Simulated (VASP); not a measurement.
A run of VASP 6.6.1 is set up as follows.

Contents of INCAR:

```
SYSTEM = PbS
PREC = Accurate ; ENCUT = 520
EDIFF = 1E-6 ; ISMEAR = 0
SIGMA = 0.01 ; LREAL = .FALSE.
LASPH = .TRUE. ; NELM = 100
ALGO = Normal ; ISIF = 2
LWAVE = .FALSE. ; LCHARG = .TRUE.
GGA = PS ; LELF = .TRUE.
LVHAR = .TRUE. ; NBANDS = 28
```

The input KPOINTS:

```
Automatic mesh
0
G
  5 5 5
  0 0 0
```

Contents of POSCAR:

```
PbS
1.0
    2.0799530000     -5.9912970000      0.0000000000
    2.0799530000      5.9912970000      0.0000000000
    0.0000000000      0.0000000000      4.2793210000
Pb S
2 2
Direct
    0.8694370000      0.1305630000      0.7500000000
    0.1305630000      0.8694370000      0.2500000000
    0.6452030000      0.3547970000      0.7500000000
    0.3547970000      0.6452030000      0.2500000000
```

Potentials or basis: VASP PAW PBE potentials, release 64 (Pb_d, S).

Launch:

```bash
$ cat potpaw_PBE.64/Pb_d/POTCAR potpaw_PBE.64/S/POTCAR > POTCAR
$ mpirun -np 1 vasp_std > vasp.out
```

What does it give for the largest force?

0.033 eV/Å.

Predict the band gap on the k mesh.

1.13 eV (least direct gap 1.20 eV).

Stress tensor (GPa, compression positive):
```
-1.97  0.00  0.00
 0.00 -1.55  0.00
 0.00  0.00 -2.16
```

Caveat: the PAW data sets were made with another functional, which shifts forces and pressure a little; spin-orbit coupling is left out, which moves the levels of the heavy elements; an odd mesh through Γ misses points on the zone boundary, where band edges can lie.
